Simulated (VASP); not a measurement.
A run of VASP 6.6.1 is set up as follows.

INCAR

```
PREC = Accurate
ENCUT = 520
EDIFF = 1E-7
ISMEAR = 0
SIGMA = 0.1
LREAL = False
LASPH = True
NELM = 150
ALGO = Normal
ISIF = 2
LWAVE = False
LCHARG = False
ISPIN = 2
MAGMOM = 0 0 0 1 1 1
LORBIT = 11
LMAXMIX = 4
GGA = PE
NBANDS = 39
```

KPOINTS

```
Automatic mesh
0
Gamma
  6 6 2
```

File POSCAR:

```
ScIn2N3
1.0
    2.9136098053      0.0000000000      0.0000000000
    0.0000000000      2.9136098053      0.0000000000
    0.0000000000      0.0000000000      8.6970121754
Sc In N
1 2 3
Direct
    0.5000000000      0.5000000000      0.0000000000
    0.5000000000      0.5000000000      0.3310388128
    0.5000000000      0.5000000000      0.6689611872
    0.0000000000      0.0000000000      0.8478077467
    0.0000000000      0.0000000000      0.1521922533
    0.0000000000      0.0000000000      0.5000000000
```

Potentials or basis: VASP PAW PBE potentials, release 64 (Sc_sv, In_d, N).

The run is started by

```sh
$ cat potpaw_PBE.64/Sc_sv/POTCAR potpaw_PBE.64/In_d/POTCAR potpaw_PBE.64/N/POTCAR > POTCAR
$ mpirun -np 1 vasp_std > vasp.out
```

Problem. What does it give for the net moment?

Solution. 0.00 μB per cell.

Problem. What does it give for the largest force?

Solution. 0.016 eV/Å.

Forces in eV/Å, atoms in the order of the input:
```
Sc   0.000  0.000  0.000
In   0.000  0.000  0.002
In   0.000  0.000 -0.002
N    0.000  0.000 -0.016
N    0.000  0.000  0.016
N    0.000  0.000  0.000
```

Caveat: the k points lie up to 0.36 Å⁻¹ apart, too coarse for converged energies and pressures of a metal.
